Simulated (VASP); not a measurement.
Se:

```
CELL_PARAMETERS angstrom
4.36620 0.00000 0.00000
-2.18310 3.78124 0.00000
0.00000 0.00000 4.95360
ATOMIC_POSITIONS crystal
Se 0.22540 0.00000 0.33333
Se 0.00000 0.22540 0.66667
Se 0.77460 0.77460 0.00000
```

| Item | Value |
| --- | --- |
| Program | VASP 6.6.1 |
| Task | relaxation of cell and atoms |
| Functional | PBE |
| Potentials or basis | VASP PAW PBE potentials, release 64 (Se) |
| Cutoff | 600 eV |
| k mesh | 7 × 7 × 6 |
| Occupations | fermi-dirac, width 0.01 eV |
| Spin | no spin polarisation |

At the start: pressure 2.9 GPa; volume 27.26 Å³/atom.

Problem. Where does the relaxation end?

Solution. Over 16 steps the energy falls by 13.5 meV/atom and the volume is 29.80 Å³/atom (+9.3 %); space group P3_121 (No. 152, to 0.1 Å) before and after.

Step by step:
| step | energy change (eV) | largest force (eV/Å) | pressure (GPa) | volume (Å³) |
| --- | --- | --- | --- | --- |
| 1 | 0.0000 | 0.4336 | 2.91 | 81.78 |
| 2 | -0.0048 | 0.5160 | -2.12 | 87.77 |
| 3 | -0.0350 | 0.0942 | 0.11 | 84.78 |
| 4 | -0.0350 | 0.0851 | 0.15 | 84.72 |
| 5 | -0.0363 | 0.0652 | 0.13 | 85.00 |
| 6 | -0.0378 | 0.0065 | 0.09 | 85.79 |
| 7 | -0.0383 | 0.0176 | 0.02 | 86.17 |
| 8 | -0.0392 | 0.0511 | -0.18 | 87.29 |
| 9 | -0.0389 | 0.1150 | -0.51 | 89.57 |
| 10 | -0.0394 | 0.0758 | -0.33 | 88.21 |
| 11 | -0.0395 | 0.0722 | -0.30 | 88.27 |
| 12 | -0.0397 | 0.0659 | -0.28 | 88.38 |
| 13 | -0.0400 | 0.0534 | -0.23 | 88.58 |
| 14 | -0.0405 | 0.0280 | -0.12 | 88.99 |
| 15 | -0.0405 | 0.0268 | 0.11 | 89.80 |
| 16 | -0.0406 | 0.0003 | 0.00 | 89.40 |

Final structure:
```xyz
3
Lattice="4.5226 0.0000 0.0000 -2.2613 3.9167 0.0000 0.0000 0.0000 5.0471" Properties=species:S:1:pos:R:3 pbc="T T T"
Se    0.9907    0.0000    1.6824
Se   -0.4954    0.8580    3.3648
Se    1.7660    3.0587    0.0000
```
